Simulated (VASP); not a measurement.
Wanted: the native input for a VASP 6.6.1 run.

- Task: single point
- Functional: PBEsol
- Potentials or basis: VASP PAW PBE potentials, release 64 (Sn_d, O)
- Cutoff: 520 eV
- k mesh: 12 × 12 × 10
- Occupations: gaussian, width 0.1 eV
- Spin: no spin polarisation
- Dipole correction: no
- Further INCAR settings: ALGO = Normal; EDIFF = 1e-07; NBANDS = 28

The structure of SnO lies in POSCAR:

```
SnO
1.0
    3.8055705422      0.0000000000      0.0000000000
    0.0000000000      3.8055705422      0.0000000000
    0.0000000000      0.0000000000      4.7510773422
Sn O
2 2
Direct
    0.5000000000      0.0000000000      0.2424939220
    0.0000000000      0.5000000000      0.7575060780
    0.0000000000      0.0000000000      0.0000000000
    0.5000000000      0.5000000000      0.0000000000
```

The input as run:

INCAR

```
SYSTEM = SnO
PREC = Accurate
ENCUT = 520
EDIFF = 1E-7
ISMEAR = 0
SIGMA = 0.1
LREAL = .False.
LASPH = .True.
NELM = 60
ALGO = Normal
ISIF = 2
LWAVE = .False.
LCHARG = .True.
GGA = PS
LELF = .True.
LVHAR = .True.
NBANDS = 28
```

KPOINTS

```
regular mesh
0
Gamma
  12 12 10
  0 0 0
```

Potentials or basis: VASP PAW PBE potentials, release 64 (Sn_d, O).

Run with:

```console
$ cat potpaw_PBE.64/Sn_d/POTCAR potpaw_PBE.64/O/POTCAR > POTCAR
$ mpirun -np 1 vasp_std > vasp.out
```

Results of the run:

```yaml
Pressure: 0.2 GPa
Largest_force: 0.085 eV/Å
Band_gap_on_the_k_mesh: zero (bands 20 and 21 overlap by 0.10 eV)
```

Caveat: semilocal functionals underestimate gaps, so a narrow gap can read as zero; the PAW data sets were made with another functional, which shifts forces and pressure a little; spin-orbit coupling is left out, which moves the levels of the heavy elements.

It took 3.6 min on 1 thread of Intel(R) Xeon(R) Platinum 8488C (Sapphire Rapids) (shared host), peak memory 0.37 GiB.
